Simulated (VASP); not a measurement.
Runs of VASP 6.6.1 on Ti4Al. The cell holds an amorphous packing of atoms, 20 atoms: a = 7.404 Å, b = 7.090 Å, c = 7.031 Å, α = 90.81°, β = 92.14°, γ = 89.83°. 

| smearing | gap on the mesh (eV) | pressure (GPa) | largest force (eV/Å) |
| --- | --- | --- | --- |
| fermi-dirac 0.1568 eV | 0.04 | -1.4 | 3.26 |
| fermi-dirac 0.087 eV | 0.06 | -2.4 | (a) |
| fermi-dirac 0.05 eV | 0.07 | (b) | 1.15 |
| fermi-dirac 0.2172 eV | 0.07 | 0.0 | 3.57 |

Alike in all rows: task single point; level PBE; potentials or basis VASP PAW PBE potentials, release 64 (Ti_sv, Al); no spin polarisation; cell as given; k mesh 1 × 1 × 1, shifted; cutoff (eV) 520.

Problem. Fill in the values left out.

Solution. (a) 2.36; (b) -6.0.

Caveats: all runs use coarse meshes.

A k mesh can miss the band edges.
